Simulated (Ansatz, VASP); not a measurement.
Ti12H: VASP beside Ansatz

```
Ti H
1.0
     5.90000    0.00000    0.00000
    -4.42500    7.66432    0.00000
     0.00000    0.00000    4.68460
Ti H
12 1
Direct
  0.99408 0.99596 0.99116
  0.15448 0.21644 0.50555
  0.99760 0.33064 0.99920
  0.16636 0.55517 0.50316
  0.00469 0.66969 0.00235
  0.16901 0.88989 0.49723
  0.50145 0.99921 0.99514
  0.66999 0.21763 0.50754
  0.49767 0.33161 0.99692
  0.67585 0.56563 0.51305
  0.49826 0.66716 0.00020
  0.66290 0.88682 0.49527
  0.50109 0.33554 0.39463
```

Alike in both runs: functional PBE; dispersion D3(BJ); k mesh 3 × 2 × 4; occupations gaussian, width 0.15 eV; no spin polarisation.

Ansatz relaxed the structure, and its values are those at the end. VASP's run is a single point on that final structure, the one shown.

|  | VASP | Ansatz |
| --- | --- | --- |
| version | VASP 6.6.1 | Ansatz 0.2.0 |
| potentials or method | VASP PAW PBE potentials, release 64 (Ti_sv, H), cutoff 520 eV | scalar-relativistic, plane waves, PAW |
| valence electrons in the cell | 145 | 145 |

|  | VASP | Ansatz | Ansatz less VASP |
| --- | --- | --- | --- |
| rms of the force components (eV/Å) | 0.007 | 0.005 | -0.0018 |

The k mesh is coarse, so the values compare programs but aren't converged.
